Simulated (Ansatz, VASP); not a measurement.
Two plane-wave programs on Cr

File INCAR:

```
SYSTEM = Cr
PREC = Accurate ; ENCUT = 600
EDIFF = 1E-6 ; ISMEAR = -1
SIGMA = 0.1 ; LREAL = .FALSE.
LASPH = .TRUE. ; NELM = 100
ALGO = Normal ; ISIF = 3
LWAVE = .FALSE. ; LCHARG = .FALSE.
GGA = RP ; IBRION = 2
NSW = 80 ; EDIFFG = -0.01
```

The input KPOINTS:

```
Automatic mesh
0
G
  14 14 4
  0 0 0
```

File POSCAR:

```
Cr
1.0
    2.5692592270      0.0000000000      0.0000000000
   -1.2846296135      2.2250437595      0.0000000000
    0.0000000000      0.0000000000      8.3912006354
Cr
4
Direct
    0.0000000000      0.0000000000      0.0000000000
    0.0000000000      0.0000000000      0.5000000000
    0.3333333333      0.6666666667      0.2500000000
    0.6666666667      0.3333333333      0.7500000000
```

Input for Ansatz:

```yaml
crystal:
  lattice:
    - [2.569259227, 0.0, 0.0]
    - [-1.2846296135, 2.2250437595, 0.0]
    - [0.0, 0.0, 8.3912006354]
  atoms:
    - { symbol: Cr, position: [0.0, 0.0, 0.0] }
    - { symbol: Cr, position: [0.0, 0.0, 0.5] }
    - { symbol: Cr, position: [0.3333333333, 0.6666666667, 0.25] }
    - { symbol: Cr, position: [0.6666666667, 0.3333333333, 0.75] }
hamiltonian:
  xc: rpbe
  pseudopotentials:
    kind: paw
    azcp:
      Cr: "pseudopotentials/Cr.paw.azcp"
basis:
  ecutwfc: 420
  fft_grid_basis: typed
kpoints:
  mp_grid: { grid: [14, 14, 4], shift: [0, 0, 0] }
magnetization:
  spin_polarized: false
scf:
  occupations: { method: fermi_dirac, width: 0.1 }
relax:
  max_steps: 60
  f_tol: 0.01
  cell: {}
```

Alike in both runs: task relaxation of cell and atoms; functional RPBE; k mesh 14 × 14 × 4; occupations fermi-dirac, width 0.1 eV; no spin polarisation.

```csv
,VASP,Ansatz
version,VASP 6.6.1,Ansatz 0.2.0
potentials or method,"VASP PAW PBE potentials, release 64 (Cr_pv), cutoff 600 eV","plane waves (420 eV) with PAW, scalar-relativistic"
valence electrons in the cell,48,56
```

|  | VASP | Ansatz | Ansatz less VASP |
| --- | --- | --- | --- |
| relaxed volume (Å³/atom) | 12.15 | 12.17 | +0.022 |
| relaxed length of the cell vector where the two differ most in proportion (Å) | 8.849 | 8.854 | +0.0057 |

VASP's potentials were made for PBE, not for RPBE. VASP's potentials hold 48 valence electrons a cell and Ansatz's 56, so a difference there can come from the potentials and not from the codes.

Noted on VASP's run: too few bands were computed for a metal, which touches its energy and stress.
